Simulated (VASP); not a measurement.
Input of a VASP 6.6.1 run:

Contents of INCAR:

```
ALGO = Normal ; EDIFF = 1E-7
ENCUT = 520 ; GGA = PE
ISIF = 2 ; ISMEAR = 0
LASPH = T ; LCHARG = F
LREAL = F ; LWAVE = F
NBANDS = 24 ; NELM = 100
PREC = Accurate ; SIGMA = 0.1
```

Contents of KPOINTS:

```
k-points
0
Gamma
  4 4 4
```

POSCAR

```
B2Pt2Cl
1.0
    3.7895125459      0.0000000000      0.0000000000
    0.0000000000      3.7895125459      0.0000000000
    0.0000000000      0.0000000000      7.1870316363
B Pt Cl
2 2 1
Direct
    0.5000000000      0.0000000000      0.3217836880
    0.0000000000      0.5000000000      0.3217836880
    0.5000000000      0.0000000000      0.5810733045
    0.0000000000      0.5000000000      0.5810733045
    0.0000000000      0.0000000000      0.8676900950
```

Potentials or basis: VASP PAW PBE potentials, release 64 (B, Pt, Cl).

Command:

```console
$ cat potpaw_PBE.64/B/POTCAR potpaw_PBE.64/Pt/POTCAR potpaw_PBE.64/Cl/POTCAR > POTCAR
$ mpirun -np 1 vasp_std > vasp.out
```

(1) Estimate the band gap on the k mesh.

(2) Estimate the pressure.

## Answers

(1) zero (an odd number of electrons rules out a gap without spin polarisation).

(2) -0.1 GPa.

Caveat: the k points lie up to 0.41 Å⁻¹ apart, too coarse for converged energies and pressures of a metal; spin-orbit coupling is left out, which moves the levels of the heavy elements; this functional lacks dispersion, which binds the layers, so the pressure and a relaxed spacing across them are unreliable; an odd number of electrons without spin polarisation forces a metal; a magnetic or distorted state may lie lower.
